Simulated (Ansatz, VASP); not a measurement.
## One calculation of Hf, two programs

```
CELL_PARAMETERS angstrom
2.30455 0.00000 0.00000
0.00000 2.30455 0.00000
0.00000 0.00000 2.30455
ATOMIC_POSITIONS crystal
Hf 0.00000 0.00000 0.00000
```

Change from the starting cell: volume scaled by 0.52, crystal datasets.

Alike in both runs: task single point; functional PBEsol; k mesh 13 × 13 × 13; occupations fermi-dirac, width 0.08 eV; no spin polarisation.

|  | VASP | Ansatz |
| --- | --- | --- |
| version | VASP 6.6.1 | Ansatz 0.2.0 |
| potentials or method | VASP PAW PBE potentials, release 64 (Hf_pv), cutoff 500 eV | all-electron PAW with datasets made for the crystal, scalar-relativistic |

Ansatz gave:

| Property | Result |
| --- | --- |
| pressure (GPa) | 186.7 |

Question: Which values does VASP return?

Answer: Pressure (GPa): 182.1.

VASP's potentials were made for PBE, not for PBEsol. Both programs put the cell under a high pressure, so it lies far from rest at this level. Ansatz ran all-electron here, and VASP with PAW potentials.

Neither program's run includes spin-orbit coupling. Noted on VASP's run: the cell as given lies far from equilibrium.
